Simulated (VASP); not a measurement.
CoSi2: single point with PBE

The system is CoSi2.

```xyz
6
Lattice="2.7201 2.7201 0.0000 -2.6699 2.6699 0.0000 0.0000 0.0000 5.3398" Properties=species:S:1:pos:R:3 pbc="T T T"
Co    0.0000    0.0000    0.0000
Co    0.0251    2.6950    2.6699
Si   -1.3349    1.3349    4.0048
Si    1.3601    1.3601    4.0048
Si    1.3601    1.3601    1.3349
Si   -1.3349    1.3349    1.3349
```

This cell differs from its parent crystal: uniaxial strain along a: +1.5 %.

```json
{
  "Program": "VASP 6.6.1",
  "Task": "single point",
  "Functional": "PBE",
  "Potentials or basis": "VASP PAW PBE potentials, release 64 (Co, Si)",
  "Cutoff": "520 eV",
  "k mesh": "10 × 10 × 8",
  "Occupations": "gaussian, width 0.1 eV",
  "Spin": "no spin polarisation"
}
```

```
Pressure               : -1.4 GPa
Largest force          : 0.161 eV/Å
Band gap on the k mesh : zero (bands 17 and 18 overlap by 2.95 eV)
```

Forces in eV/Å, atoms in the order of the input:
```
Co   0.000  0.000  0.000
Co   0.000  0.000  0.000
Si   0.000  0.000 -0.161
Si   0.000  0.000  0.161
Si   0.000  0.000 -0.161
Si   0.000  0.000  0.161
```

Stress tensor (GPa, compression positive):
```
-1.78 -2.74  0.00
-2.74 -1.78  0.00
 0.00  0.00 -0.63
```

Levels at points of the mesh, in eV from the Fermi level:
```
           k point  band 13  band 14  band 15  band 16  band 17  band 18  band 19  band 20  band 21  band 22
(0.00, 0.00, 0.00)    -1.84    -1.83    -1.30     0.67     1.50     2.93     3.30     3.31     3.34     3.52
(0.50, 0.00, 0.00)    -1.47    -1.47    -1.00    -1.00     0.31     0.31     2.54     2.54     4.28     4.28
(0.00, 0.50, 0.00)    -1.48    -1.48    -1.04    -1.04     0.23     0.23     2.33     2.33     4.09     4.09
(0.50, 0.50, 0.00)    -1.89    -1.89    -1.88    -1.88    -1.29    -1.29     1.57     1.57     2.95     2.95
(0.00, 0.00, 0.50)    -0.34    -0.34    -0.25    -0.25    -0.16    -0.16     1.33     1.33     3.28     3.28
(0.50, 0.00, 0.50)    -1.58    -1.58    -0.39    -0.39    -0.39    -0.39     2.76     2.76     3.44     3.44
(0.00, 0.50, 0.50)    -1.58    -1.58    -0.58    -0.58    -0.45    -0.45     2.61     2.61     3.33     3.33
(0.50, 0.50, 0.50)    -1.94    -1.94    -1.42    -1.42    -0.64    -0.64     3.60     3.60     3.69     3.69
```

It took 6.7 min on 1 thread of Intel Xeon 8259CL, on a shared host, peak memory 0.4 GiB.

Caveat: the cell differs from its parent crystal (uniaxial strain along a: +1.5 %); the run has no spin polarisation, though such a crystal can be magnetic. Spin polarisation is off, so any magnetic state and its effect on volume and gap are missing.
